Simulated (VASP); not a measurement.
SrTiO3: single point with PBE

The system is SrTiO3.

```
CELL_PARAMETERS angstrom
-2.77758 2.77758 3.94673
2.77758 -2.77758 3.94673
2.77758 2.77758 -3.94673
ATOMIC_POSITIONS crystal
Sr 0.75000 0.25000 0.50000
Sr 0.25000 0.75000 0.50000
Ti 0.00000 0.00000 0.00000
Ti 0.50000 0.50000 0.00000
O 0.25000 0.25000 0.00000
O 0.75000 0.75000 0.00000
O 0.72808 0.22808 0.95616
O 0.22808 0.27192 0.50000
O 0.27192 0.77192 0.04384
O 0.77192 0.72808 0.50000
```

```yaml
Program: VASP 6.6.1
Task: single point
Functional: PBE
Potentials_or_basis: VASP PAW PBE potentials, release 64 (Sr_sv, Ti_sv, O)
Cutoff: 520 eV
k_mesh: 8 × 8 × 8
Occupations: gaussian, width 0.02 eV
Spin: no spin polarisation
Dipole_correction: no
Further_INCAR_settings: ALGO = Normal; EDIFF = 1e-06; NBANDS = 51
```

```json
{
 "Pressure": "0.6 GPa",
 "Largest force": "0.004 eV/Å",
 "Band gap on the k mesh": "1.90 eV"
}
```

Forces on the atoms (eV/Å):
```
Sr   0.000  0.000  0.000
Sr   0.000  0.000  0.000
Ti   0.000  0.000  0.000
Ti   0.000  0.000  0.000
O    0.000  0.000  0.000
O    0.000  0.000  0.000
O    0.003  0.003  0.000
O   -0.003  0.003  0.000
O   -0.003 -0.003  0.000
O    0.003 -0.003  0.000
```

Levels at points of the mesh, in eV from the valence-band top:
| k point | band 38 | band 39 | band 40 | band 41 | band 42 | band 43 |
| --- | --- | --- | --- | --- | --- | --- |
| (0.00, 0.00, 0.00) | -0.11 | 0.00 | 0.00 | 1.90 | 1.90 | 1.91 |
| (0.50, 0.00, 0.00) | -0.75 | -0.56 | -0.56 | 3.28 | 3.28 | 3.32 |
| (0.50, 0.50, 0.00) | -0.68 | -0.67 | -0.05 | 2.02 | 3.63 | 3.65 |
| (0.50, 0.50, 0.50) | -0.63 | -0.63 | -0.07 | 2.05 | 3.59 | 3.59 |

Run time: 6.4 min on 1 thread of Intel(R) Xeon(R) Platinum 8488C (Sapphire Rapids) (shared host), peak memory 0.45 GiB.

A k mesh can miss the band edges. PBE gaps usually lie below the measured ones, often by a third to a half.
